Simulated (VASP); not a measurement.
A run of VASP 6.6.1:

The input INCAR:

```
SYSTEM = C
ALGO     = Normal         ! electronic algorithm
EDIFF    = 1E-7           ! SCF threshold, eV
EDIFFG   = -0.04          ! ionic threshold
ENCUT    = 600            ! plane-wave cutoff, eV
GGA      = PE             ! functional
IBRION   = 2              ! ionic algorithm
ISIF     = 3              ! what is computed and relaxed
ISMEAR   = 0              ! smearing method
LASPH    = .True.         ! aspherical terms in the spheres
LCHARG   = .False.        ! write CHGCAR
LREAL    = .False.        ! projectors in reciprocal space
LWAVE    = .False.        ! write WAVECAR
NELM     = 100            ! most SCF steps
NSW      = 90             ! ionic steps
PREC     = Accurate       ! precision mode
SIGMA    = 0.1            ! smearing width, eV
```

The input KPOINTS:

```
k-points
0
Gamma
  6 6 6
  0 0 0
```

The input POSCAR:

```
C
1.0
    3.4605991900      0.0000000000      0.0000000000
    0.0000000000      3.4605991900      0.0000000000
    0.0000000000      0.0000000000      3.5491583900
C
8
Direct
    0.2058192000      0.4510069400      0.9491785700
    0.0489930600      0.2941808000      0.5508214300
    0.9510069400      0.7058192000      0.5508214300
    0.4510069400      0.7941808000      0.0508214300
    0.7941808000      0.5489930600      0.9491785700
    0.7058192000      0.0489930600      0.4491785700
    0.2941808000      0.9510069400      0.4491785700
    0.5489930600      0.2058192000      0.0508214300
```

Potentials or basis: VASP PAW PBE potentials, release 64 (C).

The run is started by

```console
$ cat potpaw_PBE.64/C/POTCAR > POTCAR
$ mpirun -np 1 vasp_std > vasp.out
```

Hardware: 1 thread of Intel(R) Xeon(R) Platinum 8488C (Sapphire Rapids) (shared host).

How long does it take, and how much memory?

Run time: 6.8 min on 1 thread of Intel(R) Xeon(R) Platinum 8488C (Sapphire Rapids), with other jobs on the host, peak memory 0.16 GiB. Counts: scf iterations 231, k points 40, ion steps 28.
